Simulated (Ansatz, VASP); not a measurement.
## One calculation of SiC, two programs

POSCAR

```
SiC
1.0
    0.0000000000      1.9576858131      1.9576858131
    1.9576858131      0.0000000000      1.9576858131
    1.9576858131      1.9576858131      0.0000000000
C Si
1 1
Direct
    0.0000000000      0.0000000000      0.0000000000
    0.5000000000      0.5000000000      0.5000000000
```

Contents of INCAR.step1:

```
SYSTEM = SiC
PREC = Accurate
ENCUT = 520
ISMEAR = 0
SIGMA = 0.05
LREAL = .FALSE.
LASPH = .TRUE.
NELM = 100
NBANDS = 11
GGA = PE
ALGO = Normal
EDIFF = 1E-4
LWAVE = .TRUE.
LCHARG = .FALSE.
```

File INCAR.step2:

```
SYSTEM = SiC
PREC = Accurate
ENCUT = 520
EDIFF = 1E-6
ISMEAR = 0
SIGMA = 0.05
LREAL = .FALSE.
LASPH = .TRUE.
NELM = 100
ALGO = Normal
ISIF = 2
LWAVE = .FALSE.
LCHARG = .FALSE.
METAGGA = R2SCAN
LMIXTAU = .TRUE.
NBANDS = 11
ISTART = 1
```

File KPOINTS:

```
regular mesh
0
G
  20 20 20
  0 0 0
```

Input for Ansatz:

```yaml
crystal:
  lattice:
    - [0.0, 1.9576858131, 1.9576858131]
    - [1.9576858131, 0.0, 1.9576858131]
    - [1.9576858131, 1.9576858131, 0.0]
  atoms:
    - { symbol: C, position: [0.0, 0.0, 0.0] }
    - { symbol: Si, position: [0.5, 0.5, 0.5] }
basis:
  ecutwfc: 500
  ecutrho_ratio: 4
kpoints:
  mp_grid: { grid: [20, 20, 20] }
hamiltonian:
  xc: r2scan
scf:
  occupations: { method: gaussian, width: 0.05 }
output:
  forces: true
  stress: true
  eigenvalues: true
```

Alike in both runs: task single point; functional r2SCAN; k mesh 20 × 20 × 20; occupations gaussian, width 0.05 eV; no spin polarisation.

```csv
,VASP,Ansatz
version,VASP 6.6.1,Ansatz 0.2.0
potentials or method,"VASP PAW PBE potentials, release 64 (C, Si), cutoff 520 eV","scalar-relativistic, plane waves, PAW"
valence electrons in the cell,8,8
```

Ansatz gave:

```
pressure (GPa) : 27.2
```

Which values does VASP return?

Pressure (GPa): 27.5.

VASP's potentials were made for PBE, not for r2SCAN. With one functional, cell and mesh, what is left measures potentials, basis and numerics.
